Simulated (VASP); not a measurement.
A run of VASP 6.6.1 is set up as follows.

File INCAR:

```
PREC = Accurate
ENCUT = 520
EDIFF = 1E-8
ISMEAR = -1
SIGMA = 0.03
LREAL = False
LASPH = True
NELM = 200
ALGO = Normal
ISIF = 2
LWAVE = False
LCHARG = False
MAGMOM = 0 0 0 0 0 0
LORBIT = 11
LSORBIT = True
GGA_COMPAT = False
LORBMOM = True
GGA = PE
LEFG = True
NBANDS = 28
```

KPOINTS

```
regular mesh
0
Gamma
  8 8 8
```

Contents of POSCAR:

```
SrO
1.0
    0.0000000000      2.5698000000      2.5698000000
    2.5698000000      0.0000000000      2.5698000000
    2.5698000000      2.5698000000      0.0000000000
Sr O
1 1
Direct
    0.0000000000      0.0000000000      0.0000000000
    0.5000000000      0.5000000000      0.5000000000
```

Potentials or basis: VASP PAW PBE potentials, release 64 (Sr_sv, O).

Command:

```console
$ cat potpaw_PBE.64/Sr_sv/POTCAR potpaw_PBE.64/O/POTCAR > POTCAR
$ mpirun -np 1 vasp_ncl > vasp.out
```

Task: Estimate the pressure.

Result: 3.5 GPa.

Task: Estimate the net moment.

Result: 0.00 μB per cell.

Moments on the atoms (μB; x, y, z):
```
Sr  0.00 0.00 0.00
O   0.00 0.00 0.00
```

Caveat: without QUAD_EFG the Cq values of the log hold for a quadrupole moment of 1 mb, not for the nuclei.
